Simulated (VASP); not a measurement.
# NiO (Pm-3m) in VASP: notebook, part 2 of 2

VASP 6.6.1. The steps go on from the part before.

## (4) Single point, PBEsol+U, collinear spin, ferromagnetic start

Input file INCAR:

```
PREC = Accurate
ENCUT = 600
EDIFF = 1E-6
ISMEAR = 0
SIGMA = 0.05
LREAL = F
LASPH = T
NELM = 200
ALGO = Normal
ISIF = 2
LWAVE = F
LCHARG = T
ISPIN = 2
MAGMOM = 1.46 0.53
LORBIT = 11
NUPDOWN = 1.8
LMAXMIX = 4
LDAU = T
LDAUTYPE = 2
LDAUL = 2 -1
LDAUU = 1 0
LDAUJ = 0 0
LDAUPRINT = 1
GGA = PS
LELF = T
LVHAR = T
NBANDS = 19
GGA_COMPAT = F
```

Input file KPOINTS:

```
regular mesh
0
Gamma
  7 7 7
```

Input file POSCAR:

```
NiO
1.0
    2.5046153800      0.0000000000      0.0000000000
    0.0000000000      2.5046153800      0.0000000000
    0.0000000000      0.0000000000      2.5046153800
Ni O
1 1
Direct
    0.0000000000      0.0000000000      0.0000000000
    0.5000000000      0.5000000000      0.5000000000
```

Run with:

```sh
$ cat potpaw_PBE.64/Ni/POTCAR potpaw_PBE.64/O/POTCAR > POTCAR
$ mpirun -np 1 vasp_std > vasp.out
```

Wall time 17 s (1 thread of Intel Xeon 8259CL, shared host); peak memory 0.14 GiB.

The run converged. Its results:

```
Free energy                                           : -10.8393 eV
Pressure                                              : 16.5 GPa
Net moment                                            : 1.80 μB per cell
Site moments                                          : Ni +1.31; O +0.45 μB
Valence electrons inside the program's atomic spheres : Ni 9.17; O 4.92
```

Eigenvalues of the final occupation matrices:
```tsv
site	spin	trace	eigenvalues
site 1 d	1	4.86	0.96 0.96 0.98 0.98 0.98
site 1 d	2	3.54	0.64 0.64 0.64 0.81 0.81
```

Caveat: the cell stands under pressure; the PAW data sets were made with another functional, which shifts forces and pressure a little; the total moment is fixed, so each spin has its own Fermi level and the state may be an excited one; a cell with one magnetic atom can't hold antiferromagnetic order, which such compounds often take. The state reached can hang on the start; a lower one may exist.

## (5) Single point, PBEsol+U, collinear spin, ferromagnetic start

Input file INCAR:

```
ALGO = Normal
EDIFF = 1E-6
ENCUT = 600
GGA = PS
GGA_COMPAT = F
ISIF = 2
ISMEAR = 0
ISPIN = 2
LASPH = T
LCHARG = F
LDAU = T
LDAUJ = 0 0
LDAUL = 2 -1
LDAUPRINT = 1
LDAUTYPE = 2
LDAUU = 1 0
LMAXMIX = 4
LORBIT = 11
LREAL = F
LWAVE = F
MAGMOM = 1.6 0.61
NBANDS = 19
NELM = 200
NUPDOWN = 2.0
PREC = Accurate
SIGMA = 0.05
```

Input file KPOINTS:

```
k-points
0
Gamma
  7 7 7
```

POSCAR is that of step 4.

Potentials or basis: VASP PAW PBE potentials, release 64 (Ni, O).

Run with:

```sh
$ cat potpaw_PBE.64/Ni/POTCAR potpaw_PBE.64/O/POTCAR > POTCAR
$ mpirun -np 1 vasp_std > vasp.out
```

OUTCAR:

```text
EDIFF = 1E-6
   ENCUT = 600
   GGA = PS
   ISIF = 2
   ISMEAR = 0
   ISPIN = 2
   LASPH = T
   LORBIT = 11
   LREAL = F
   NELM = 200
   NUPDOWN = 2.0
   PREC = Accurate

 ion  position               nearest neighbor table
   1  0.000  0.000  0.000-   2 2.17   2 2.17   2 2.17   2 2.17   2 2.17   2 2.17   2 2.17   2 2.17

   2  0.500  0.500  0.500-   1 2.17   1 2.17   1 2.17   1 2.17   1 2.17   1 2.17   1 2.17   1 2.17

  LATTYP: Found a simple cubic cell.
 ALAT       =     2.5046153800

[... 1126 lines left out ...]
  external PRESSURE =     185.2122334 kB  Pullay stress =       0.0000000 kB

 VOLUME and BASIS-vectors are now :
 -----------------------------------------------------------------------------
  energy-cutoff  :      600.00
  volume of cell :       15.71
      direct lattice vectors                 reciprocal lattice vectors
     2.504615380  0.000000000  0.000000000     0.399262900  0.000000000  0.000000000
     0.000000000  2.504615380  0.000000000     0.000000000  0.399262900  0.000000000
     0.000000000  0.000000000  2.504615380     0.000000000  0.000000000  0.399262900

 POSITION                                       TOTAL-FORCE (eV/Angst)
 -----------------------------------------------------------------------------------
      0.00000      0.00000      0.00000         0.000000      0.000000      0.000000
      1.25231      1.25231      1.25231         0.000000      0.000000      0.000000
 -----------------------------------------------------------------------------------
    total drift:                                0.000000      0.000000      0.000000

  FREE ENERGIE OF THE ION-ELECTRON SYSTEM (eV)
  ---------------------------------------------------
  free  energy   TOTEN  =       -10.8403642918 eV

  energy  without entropy=      -10.8391599623  energy(sigma->0) =      -10.83976213

 total charge

# of ion       s       p       d       tot
------------------------------------------
    1        0.351   0.456   8.355   9.162
    2        1.586   3.342   0.000   4.927
--------------------------------------------------
tot          1.937   3.797   8.355  14.090

 magnetization (x)

# of ion       s       p       d       tot
------------------------------------------
    1       -0.010  -0.005   1.445   1.430
    2        0.012   0.509   0.000   0.521
--------------------------------------------------
tot          0.002   0.504   1.445   1.951
```

OSZICAR:

```text
N       E                     dE             d eps       ncg     rms          rms(c)
DAV:   1     0.925276614510E+02    0.92528E+02   -0.78349E+03  1635   0.120E+03
DAV:   2    -0.754745430986E+01   -0.10008E+03   -0.87729E+02  1559   0.259E+02
DAV:   3    -0.132692040797E+02   -0.57217E+01   -0.55446E+01  1646   0.612E+01
DAV:   4    -0.133168936762E+02   -0.47690E-01   -0.47655E-01  1742   0.540E+00
DAV:   5    -0.133174353445E+02   -0.54167E-03   -0.54160E-03  1773   0.565E-01    0.153E+01
DAV:   6    -0.123108847746E+02    0.10066E+01   -0.13150E+01  1994   0.657E+01    0.219E+01
DAV:   7    -0.108719949496E+02    0.14389E+01   -0.66454E+00  1886   0.481E+01    0.718E+00
DAV:   8    -0.108522366780E+02    0.19758E-01   -0.17942E-01  1814   0.565E+00    0.395E+00
DAV:   9    -0.108419720832E+02    0.10265E-01   -0.55806E-02  2428   0.431E+00    0.147E+00
DAV:  10    -0.108403290213E+02    0.16431E-02   -0.15570E-02  2159   0.259E+00    0.397E-01
DAV:  11    -0.108399813116E+02    0.34771E-03   -0.38714E-03  2031   0.977E-01    0.174E-01
DAV:  12    -0.108407108355E+02   -0.72952E-03   -0.41111E-03  2045   0.811E-01    0.264E-01
DAV:  13    -0.108403565631E+02    0.35427E-03   -0.68995E-04  1817   0.564E-01    0.405E-02
DAV:  14    -0.108403633913E+02   -0.68281E-05   -0.14790E-04  1925   0.119E-01    0.127E-02
DAV:  15    -0.108403642918E+02   -0.90060E-06   -0.73232E-06  1709   0.274E-02
   1 F= -.10840364E+02 E0= -.10839762E+02  d E =-.120433E-02  mag=     2.0000
```

stdout:

```text
POSCAR found type information on POSCAR NiO
 POSCAR found :  2 types and       2 ions
 scaLAPACK will be used
 -----------------------------------------------------------------------------
|                                                                             |
|                                                                             |
|     You enforced a specific xc type in the INCAR file but a different       |
|     I HOPE YOU KNOW WHAT YOU ARE DOING!                                     |
|                                                                             |
 -----------------------------------------------------------------------------

 LDA part: xc-table for (Slater+PW92), standard interpolation
 POSCAR, INCAR and KPOINTS ok, starting setup
 FFT: planning ... GRIDC
 FFT: planning ... GRID_SOFT
 FFT: planning ... GRID
 WAVECAR not read
 entering main loop
```

It took 22 s on 1 thread of Intel Xeon 8259CL, shared host; peak memory 0.14 GiB.

What came out:

```
Free energy                                           : -10.8404 eV
Pressure                                              : 18.5 GPa
Net moment                                            : 2.00 μB per cell
Site moments                                          : Ni +1.43; O +0.52 μB
Valence electrons inside the program's atomic spheres : Ni 9.16; O 4.93
```

Eigenvalues of the final occupation matrices:
```csv
site,spin,trace,eigenvalues
site 1 d,1,4.91,0.96 0.96 1.00 1.00 1.00
site 1 d,2,3.47,0.61 0.61 0.61 0.82 0.82
```

Caveat: the cell stands under pressure; the PAW data sets were made with another functional, which shifts forces and pressure a little; the total moment is fixed, so each spin has its own Fermi level and the state may be an excited one; a cell with one magnetic atom can't hold antiferromagnetic order, which such compounds often take. The state reached can hang on the start; a lower one may exist.

## (6) Summary

| spin | fixed moment (μB) | pressure (GPa) | moment (μB) |
| --- | --- | --- | --- |
| collinear, ferromagnetic start | - | 15.4 | 1.71 |
| collinear, zero start | 0.0 | 8.6 | 0.00 |
| collinear, ferromagnetic start | 1.8 | 16.5 | 1.80 |
| collinear, ferromagnetic start | 2.0 | 18.5 | 2.00 |

Alike in all rows: task single point; level PBEsol+U; potentials or basis VASP PAW PBE potentials, release 64 (Ni, O); Ni d U = 1.0 eV; cell as given; k mesh 7 × 7 × 7; cutoff (eV) 600; smearing gaussian 0.05 eV.

Caveats: the cell stands under pressure; the PAW data sets were made with another functional, which shifts forces and pressure a little; a cell with one magnetic atom can't hold antiferromagnetic order, which such compounds often take (at least some runs); the total moment is fixed, so each spin has its own Fermi level and the state may be an excited one (at least some runs); the total moment is fixed, so each spin has its own Fermi level (at least some runs).

Absolute energies hang on the potentials; compare differences alone.
